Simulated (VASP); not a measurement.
# CdSe (I-4m2) in VASP: notebook

CdSe is run at these levels: LDA; tasks: electric field gradients.

All numbers are computed with VASP 6.6.1; they aren't measurements. Logs are shortened: lines on timing, memory, paths and dates and some standing lists are left out, and cuts for length are marked.

## 1. The cell of the first run

Symmetry: I-4m2, No. 119, tetragonal system. Conventional cell: a = 4.342 Å, b = 4.342 Å, c = 6.079 Å, α = 90.00°, β = 90.00°, γ = 90.00°. Within 3.5 Å of Cd (site symmetry -4m2) lie 4 Se at 2.65 Å. Within 3.5 Å of Se (site symmetry -4m2) lie 4 Cd at 2.65 Å.

## 2. Electric field gradients, LDA (zz strain of -1 %)

File INCAR:

```
SYSTEM = CdSe
PREC = Accurate
ENCUT = 520
EDIFF = 1E-8
ISMEAR = -1
SIGMA = 0.03
LREAL = .False.
LASPH = .True.
NELM = 100
ALGO = Normal
ISIF = 2
LWAVE = .False.
LCHARG = .False.
LEFG = .True.
NBANDS = 16
```

File KPOINTS:

```
regular mesh
0
Gamma
  8 8 8
  0 0 0
```

File POSCAR:

```
CdSe
1.0
    0.0000000000      3.0702711986      3.0395684866
    3.0702711986      0.0000000000      3.0395684866
    3.0702711986      3.0702711986      0.0000000000
Cd Se
1 1
Direct
    0.0000000000      0.0000000000      0.0000000000
    0.2500000000      0.2500000000      0.2500000000
```

Potentials or basis: VASP PAW LDA potentials, release 64 (Cd, Se).

Started as:

```console
cat potpaw_LDA.64/Cd/POTCAR potpaw_LDA.64/Se/POTCAR > POTCAR
mpirun -np 1 vasp_std > vasp.out
```

OUTCAR:

```text
SYSTEM = CdSe
   PREC = Accurate
   ENCUT = 520
   EDIFF = 1E-8
   ISMEAR = -1
   LREAL = .False.
   LASPH = .True.
   NELM = 100
   ISIF = 2

 ion  position               nearest neighbor table
   1  0.000  0.000  0.000-   2 2.65   2 2.65   2 2.65   2 2.65
   2  0.250  0.250  0.250-   1 2.65   1 2.65   1 2.65   1 2.65

  LATTYP: Found a body centered tetragonal cell.
 ALAT       =     4.3420191692
 C/A-ratio  =     1.4000714267

  Lattice vectors:

 A1 = (   0.0000000000,  -3.0702711986,  -3.0395684866)
 A2 = (   0.0000000000,   3.0702711986,  -3.0395684866)
 A3 = (   3.0702711986,   0.0000000000,   3.0395684866)

Analysis of symmetry for initial positions (statically):
=====================================================================
 Subroutine PRICEL returns:
 Original cell was already a primitive cell.

 Routine SETGRP: Setting up the symmetry group for a
 body centered tetragonal supercell.

 Subroutine GETGRP returns: Found  8 space group operations
 (whereof  8 operations were pure point group operations)
 out of a pool of 16 trial point group operations.

The static configuration has the point symmetry D_2d.

Analysis of symmetry for dynamics (positions and initial velocities):
=====================================================================
 Subroutine PRICEL returns:
 Original cell was already a primitive cell.

 Routine SETGRP: Setting up the symmetry group for a
 body centered tetragonal supercell.

 Subroutine GETGRP returns: Found  8 space group operations
 (whereof  8 operations were pure point group operations)
 out of a pool of 16 trial point group operations.

The dynamic configuration has the point symmetry D_2d.

 Subroutine INISYM returns: Found  8 space group operations
 (whereof  8 operations are pure point group operations),
 and found     1 'primitive' translations

----------------------------------------------------------------------------------------

                                     Primitive cell

  volume of cell :      57.3054

  direct lattice vectors                    reciprocal lattice vectors
     0.000000000  3.070271199  3.039568487    -0.162852063  0.162852063  0.164497034
     3.070271199  0.000000000  3.039568487     0.162852063 -0.162852063  0.164497034
     3.070271199  3.070271199  0.000000000     0.162852063  0.162852063 -0.164497034

  length of vectors
     4.320363621  4.320363621  4.342019169     0.283020959  0.283020959  0.283020959

  position of ions in fractional coordinates (direct lattice)
     0.000000000  0.000000000  0.000000000
     0.250000000  0.250000000  0.250000000

  ion indices of the primitive-cell ions
   primitive index   ion index
                 1           1
                 2           2

----------------------------------------------------------------------------------------

 KPOINTS: regular mesh

Automatic generation of k-mesh.
 Grid dimensions read from file:
 generate k-points for:    8    8    8

 Generating k-lattice:

  Cartesian coordinates                     Fractional coordinates (reciprocal lattice)
    -0.020356508  0.020356508  0.020562129     0.125000000  0.000000000  0.000000000
     0.020356508 -0.020356508  0.020562129     0.000000000  0.125000000  0.000000000
     0.020356508  0.020356508 -0.020562129     0.000000000  0.000000000  0.125000000

  Length of vectors
     0.035377620  0.035377620  0.035377620

  Shift w.r.t. Gamma in fractional coordinates (k-lattice)
     0.000000000  0.000000000  0.000000000

 Subroutine IBZKPT returns following result:
 ===========================================

 Found     59 irreducible k-points:

 Following reciprocal coordinates:
            Coordinates               Weight
  0.000000  0.000000  0.000000      1.000000
  0.125000 -0.000000  0.000000      8.000000
  0.250000 -0.000000  0.000000      8.000000
  0.375000 -0.000000  0.000000      8.000000
  0.500000 -0.000000  0.000000      4.000000
  0.125000  0.125000  0.000000      2.000000
[... 16 lines left out ...]
  0.250000 -0.000000  0.125000     16.000000
  0.375000 -0.000000  0.125000     16.000000
 [... further k-points ...]
   k-points           NKPTS =     59   k-points in BZ     NKDIM =     59   number of bands    NBANDS=     16
   number of dos      NEDOS =    301   number of ions     NIONS =      2
   total plane-waves  NPLWV =  32768
   dimension x,y,z NGX =    32 NGY =   32 NGZ =   32
   dimension x,y,z NGXF=    64 NGYF=   64 NGZF=   64
   ions per type =               1   1
   NGX,Y,Z   is equivalent  to a cutoff of  12.31, 12.31, 12.25 a.u.
   NGXF,Y,Z  is equivalent  to a cutoff of  24.63, 24.63, 24.50 a.u.
 SYSTEM =  CdSe
   PREC   = accura    normal or accurate (medium, high low for compatibility)
   ISTART =      0    job   : 0-new  1-cont  2-samecut
   ICHARG =      2    charge: 1-file 2-atom 10-const
   ISPIN  =      1    spin polarized calculation?
   LNONCOLLINEAR =      F non collinear calculations
   LSORBIT =      F    spin-orbit coupling
   LASPH  =      T    aspherical Exc in radial PAW
   ENCUT  =  520.0 eV  38.22 Ry    6.18 a.u.   8.03  8.03  8.07*2*pi/ulx,y,z
   NELM   =    100;   NELMIN=  2; NELMDL= -5     # of ELM steps
   EDIFF  = 0.1E-07   stopping-criterion for ELM
   LREAL  =      F    real-space projection
   EDIFFG = 0.1E-06   stopping-criterion for IOM
   NSW    =      0    number of steps for IOM
   IBRION =     -1    ionic relax: 0-MD 1-quasi-New 2-CG
   NFREE  =      0    steps in history (QN), initial steepest desc. (CG)
   ISIF   =      2    stress and relaxation
   ISYM   =      2    0-nonsym 1-usesym 2-fastsym
   POTIM  = 0.5000    time-step for ionic-motion
   TEBEG  =    0.0;   TEEND  =   0.0 temperature during run
   PSTRESS=    0.0 pullay stress
   NELECT =      18.0000    total number of electrons
   NUPDOWN=      -1.0000    fix difference up-down
   EMIN   =  10.00;   EMAX   =-10.00  energy-range for DOS
   EFERMI =   0.00;   METHOD = LEGACY
   ISMEAR =    -1;   SIGMA  =   0.03  broadening in eV -4-tet -1-fermi 0-gaus
   EFERMI_NEDOS =   21; number of points for ismear=-14 and -15
   IALGO  =     38    algorithm
   IMIX   =      4    mixing-type and parameters
     AMIX     =   0.40;   BMIX     =  1.00
     AMIX_MAG =   1.60;   BMIX_MAG =  1.00
  volume/ion in A,a.u.               =      28.65       193.36
  Fermi-wavevector in a.u.,A,eV,Ry     =   1.112843  2.102968 16.849718  1.238419
  Thomas-Fermi vector in A             =   2.249421
   LORBIT       =      0    0 simple, 1 ext, 2 COOP (PROOUT), +10 PAW based schemes
   GGA     = CA    functional components
   LHFCALC =     F    Hartree Fock is set to
   AEXX    =    0.0000 exact exchange contribution
   IVDW    =     0    specifies the selected vdW correction
   LEPSILON=     F    determine dielectric tensor
   LRPA    =     F    only Hartree local field effects (RPA)
 non-spin polarized calculation
  energy-cutoff  :      520.00
  volume of cell :       57.31
 maximum number of plane-waves:      1580
   NGX = 17   NGY = 17   NGZ = 17

 number of electron      18.0000004 magnetization

 Free energy of the ion-electron system (eV)
  ---------------------------------------------------
  ext. energy  EPLUGINS =         0.00000000
  ---------------------------------------------------
  free energy    TOTEN  =        -6.74095753 eV

  energy without entropy =       -6.74094456  energy(sigma->0) =       -6.74095105

 E-fermi :   0.8440     XC(G=0):  -9.2090

 val. band max:        0.6824227825   @ k =   0.0000   0.0000   0.0000
 cond. band min:       0.9866049412   @ k =   0.0000   0.0000   0.0000
 fundamental gap:      0.3041821587
 Fermi energy:         0.8439778833

 k-point     1 :       0.0000    0.0000    0.0000
  band No.  band energies     occupation
      1     -11.8818      2.00000
      2      -7.2278      2.00000
      3      -7.2278      2.00000
      4      -7.2237      2.00000
      5      -6.8682      2.00000
      6      -6.8653      2.00000
[... 8 lines left out ...]
     15      11.6319      0.00000
     16      11.7795      0.00000

 k-point     2 :       0.1250   -0.0000    0.0000
  band No.  band energies     occupation
      1     -11.8295      2.00000
      2      -7.2113      2.00000
      3      -7.2086      2.00000
      4      -7.1805      2.00000
      5      -6.8689      2.00000
      6      -6.8665      2.00000
[... 8 lines left out ...]
     15      10.8318      0.00000
     16      10.9446      0.00000
[... 387 lines left out ...]
      5      -6.8809      2.00000
      6      -6.8505      2.00000
[... 8 lines left out ...]
     15      11.5955      0.00000
     16      11.8820      0.00000

 k-point    24 :       0.3750   -0.0000    0.1250
  band No.  band energies     occupation
      1     -11.5814      2.00000
      2      -7.1425      2.00000
      3      -7.1216      2.00000
      4      -6.9129      2.00000
      5      -6.8426      2.00000
      6      -6.7958      2.00000
[... 8 lines left out ...]
     15      11.4956      0.00000
     16      12.1091      0.00000

 [... further k-points ...]
[... 5 lines left out ...]
  --------------------------------------------------------------------------------------
  -------------------------------------------------------------------------------------
  Total       -0.8983222     -0.8983222     -0.8239007      0.0000000      0.0000000      0.0000000
  in kB      -25.1158168    -25.1158168    -23.0350977      0.0000000      0.0000000      0.0000000
  external PRESSURE =     -24.4222438 kB  Pullay stress =       0.0000000 kB

 VOLUME and BASIS-vectors are now :
 -----------------------------------------------------------------------------
  energy-cutoff  :      520.00
  volume of cell :       57.31
      direct lattice vectors                 reciprocal lattice vectors
     0.000000000  3.070271199  3.039568487    -0.162852063  0.162852063  0.164497034
     3.070271199  0.000000000  3.039568487     0.162852063 -0.162852063  0.164497034
     3.070271199  3.070271199  0.000000000     0.162852063  0.162852063 -0.164497034

 POSITION                                       TOTAL-FORCE (eV/Angst)
 -----------------------------------------------------------------------------------
      0.00000      0.00000      0.00000        -0.000000     -0.000000     -0.000000
      1.53514      1.53514      1.51978         0.000000      0.000000      0.000000
 -----------------------------------------------------------------------------------
    total drift:                                0.000000      0.000000     -0.000000

  FREE ENERGIE OF THE ION-ELECTRON SYSTEM (eV)
  ---------------------------------------------------
  free  energy   TOTEN  =        -6.7409575299 eV

  energy  without entropy=       -6.7409445643  energy(sigma->0) =       -6.74095105

 Electric field gradients (V/A^2)
---------------------------------------------------------------------
 ion       V_xx      V_yy      V_zz      V_xy      V_xz      V_yz
---------------------------------------------------------------------
   1      -1.494    -1.494     2.988    -0.002    -0.002    -0.002
   2       1.953     1.953    -3.907    -0.000    -0.000    -0.000
---------------------------------------------------------------------

 Electric field gradients after diagonalization (V/A^2)
 (convention: |V_zz| > |V_xx| > |V_yy|)
----------------------------------------------------------------------
 ion       V_xx      V_yy      V_zz     asymmetry (V_yy - V_xx)/ V_zz
----------------------------------------------------------------------
   1      -1.495    -1.492     2.988       0.001
   2       1.954     1.953    -3.907       0.000
----------------------------------------------------------------------

           NMR quadrupolar parameters

 Cq : quadrupolar parameter    Cq=e*Q*V_zz/h
 eta: asymmetry parameters     (V_yy - V_xx)/ V_zz
 Q  : nuclear electric quadrupole moment in mb (millibarn)
----------------------------------------------------------------------
 ion       Cq(MHz)       eta       Q (mb)
----------------------------------------------------------------------
   1       0.007       0.001       1.000
   2      -0.009       0.000       1.000
----------------------------------------------------------------------
```

Wall time 29 s (1 thread of Intel Xeon Platinum 8488C (Sapphire Rapids), shared host); peak memory 0.19 GiB.

Results:

- Free energy: -6.7410 eV
- Pressure: -2.4 GPa
- Band gap on the k mesh: 0.30 eV, direct

Electric field gradients, principal values (V/Å²):
```tsv
atom	least	middle	greatest (by size)
1 Cd	-1.492	-1.495	2.988
2 Se	1.953	1.954	-3.907
```

Caveat: the cell differs from its parent crystal (zz strain of -1 %); without QUAD_EFG the Cq values of the log hold for a quadrupole moment of 1 mb, not for the nuclei.

## 3. Electric field gradients, LDA (equal xx and yy strain of -3 %)

File INCAR:

```
ALGO = Normal
EDIFF = 1E-8
ENCUT = 520
ISIF = 2
ISMEAR = -1
LASPH = True
LCHARG = False
LEFG = True
LREAL = False
LWAVE = False
NBANDS = 16
NELM = 80
PREC = Accurate
SIGMA = 0.03
```

File KPOINTS:

```
k-points
0
Gamma
  8 8 8
```

File POSCAR:

```
CdSe
1.0
    0.0000000000      2.9781630626      3.0702711986
    2.9781630626      0.0000000000      3.0702711986
    2.9781630626      2.9781630626      0.0000000000
Cd Se
1 1
Direct
    0.0000000000      0.0000000000      0.0000000000
    0.2500000000      0.2500000000      0.2500000000
```

Potentials or basis: VASP PAW LDA potentials, release 64 (Cd, Se).

Started as:

```console
cat potpaw_LDA.64/Cd/POTCAR potpaw_LDA.64/Se/POTCAR > POTCAR
mpirun -np 1 vasp_std > vasp.out
```

OUTCAR:

```text
EDIFF = 1E-8
   ENCUT = 520
   ISIF = 2
   ISMEAR = -1
   LASPH = True
   LREAL = False
   NELM = 80
   PREC = Accurate

 ion  position               nearest neighbor table
   1  0.000  0.000  0.000-   2 2.61   2 2.61   2 2.61   2 2.61
   2  0.250  0.250  0.250-   1 2.61   1 2.61   1 2.61   1 2.61

  LATTYP: Found a body centered tetragonal cell.
 ALAT       =     4.2117585941
 C/A-ratio  =     1.4579521262

  Lattice vectors:

 A1 = (  -2.9781630626,   0.0000000000,   3.0702711986)
 A2 = (   2.9781630626,   0.0000000000,   3.0702711986)
 A3 = (   0.0000000000,   2.9781630626,  -3.0702711986)

Analysis of symmetry for initial positions (statically):
=====================================================================
 Subroutine PRICEL returns:
 Original cell was already a primitive cell.

 Routine SETGRP: Setting up the symmetry group for a
 body centered tetragonal supercell.

 Subroutine GETGRP returns: Found  8 space group operations
 (whereof  8 operations were pure point group operations)
[... 644 lines left out ...]
     2.978163063  0.000000000  3.070271199     0.167888725 -0.167888725  0.162852063
     2.978163063  2.978163063  0.000000000     0.167888725  0.167888725 -0.162852063

 POSITION                                       TOTAL-FORCE (eV/Angst)
 -----------------------------------------------------------------------------------
      0.00000      0.00000      0.00000         0.000000      0.000000     -0.000000
      1.48908      1.48908      1.53514        -0.000000     -0.000000      0.000000
 -----------------------------------------------------------------------------------
    total drift:                                0.000000      0.000000     -0.000000

  FREE ENERGIE OF THE ION-ELECTRON SYSTEM (eV)
  ---------------------------------------------------
  free  energy   TOTEN  =        -6.7600426789 eV

  energy  without entropy=       -6.7600388297  energy(sigma->0) =       -6.76004075

 Electric field gradients (V/A^2)
---------------------------------------------------------------------
 ion       V_xx      V_yy      V_zz      V_xy      V_xz      V_yz
---------------------------------------------------------------------
   1       4.763     4.763    -9.525    -0.000    -0.001    -0.001
   2      -6.278    -6.278    12.555     0.000     0.000     0.000
---------------------------------------------------------------------

 Electric field gradients after diagonalization (V/A^2)
 (convention: |V_zz| > |V_xx| > |V_yy|)
----------------------------------------------------------------------
 ion       V_xx      V_yy      V_zz     asymmetry (V_yy - V_xx)/ V_zz
----------------------------------------------------------------------
   1       4.763     4.763    -9.525       0.000
   2      -6.278    -6.277    12.555       0.000
----------------------------------------------------------------------

           NMR quadrupolar parameters

 Cq : quadrupolar parameter    Cq=e*Q*V_zz/h
 eta: asymmetry parameters     (V_yy - V_xx)/ V_zz
 Q  : nuclear electric quadrupole moment in mb (millibarn)
----------------------------------------------------------------------
 ion       Cq(MHz)       eta       Q (mb)
----------------------------------------------------------------------
   1      -0.023       0.000       1.000
   2       0.030       0.000       1.000
----------------------------------------------------------------------
```

OSZICAR:

```text
N       E                     dE             d eps       ncg     rms          rms(c)
DAV:   1     0.110268922814E+03    0.11027E+03   -0.88615E+03  1904   0.101E+03
DAV:   2    -0.297149633898E+01   -0.11324E+03   -0.10677E+03  2304   0.253E+02
DAV:   3    -0.711375505530E+01   -0.41423E+01   -0.41349E+01  2176   0.502E+01
DAV:   4    -0.713161947660E+01   -0.17864E-01   -0.17864E-01  2480   0.334E+00
DAV:   5    -0.713173170695E+01   -0.11223E-03   -0.11223E-03  2240   0.226E-01    0.668E+00
DAV:   6    -0.679093519760E+01    0.34080E+00   -0.51349E-01  2816   0.929E+00    0.518E+00
DAV:   7    -0.676331687061E+01    0.27618E-01   -0.12309E-01  2344   0.246E+00    0.217E+00
DAV:   8    -0.676034516543E+01    0.29717E-02   -0.13157E-02  2176   0.144E+00    0.216E-01
DAV:   9    -0.676005238538E+01    0.29278E-03   -0.13764E-03  2360   0.518E-01    0.424E-02
DAV:  10    -0.676003840393E+01    0.13981E-04   -0.11736E-04  2368   0.149E-01    0.332E-02
DAV:  11    -0.676004302150E+01   -0.46176E-05   -0.16559E-05  2376   0.351E-02    0.118E-02
DAV:  12    -0.676004264339E+01    0.37811E-06   -0.12614E-06  2296   0.163E-02    0.492E-03
DAV:  13    -0.676004269046E+01   -0.47068E-07   -0.24772E-07  2344   0.314E-03    0.201E-03
DAV:  14    -0.676004268013E+01    0.10330E-07   -0.14303E-08  1848   0.101E-03    0.936E-04
DAV:  15    -0.676004267891E+01    0.12171E-08   -0.70349E-09  1240   0.430E-04
   1 F= -.67600427E+01 E0= -.67600408E+01  d E =-.384924E-05
```

Wall time 19 s (1 thread of Intel Xeon 6975P-C (Granite Rapids), shared host); peak memory 0.18 GiB.

Results:

| Property | Result |
| --- | --- |
| Free energy | -6.7600 eV |
| Pressure | 0.2 GPa |
| Band gap on the k mesh | 0.39 eV, direct |

Levels at points of the mesh, in eV from the valence-band top:
```
           k point  band 7  band 8  band 9  band 10  band 11  band 12
(0.00, 0.00, 0.00)   -0.11    0.00    0.00     0.39     5.76     5.76
(0.50, 0.00, 0.00)   -4.71   -0.92   -0.77     2.19     6.19     6.40
(0.50, 0.50, 0.00)   -4.47   -1.94   -1.94     2.92     3.78     8.81
(0.50, 0.00, 0.50)   -4.28   -2.10   -2.05     2.81     3.52     9.09
```

Electric field gradients, principal values (V/Å²):
| atom | least | middle | greatest (by size) |
| --- | --- | --- | --- |
| 1 Cd | 4.763 | 4.763 | -9.525 |
| 2 Se | -6.277 | -6.278 | 12.555 |

Caveat: the cell differs from its parent crystal (equal xx and yy strain of -3 %); without QUAD_EFG the Cq values of the log hold for a quadrupole moment of 1 mb, not for the nuclei.

(Continued in part 2 of 3.)
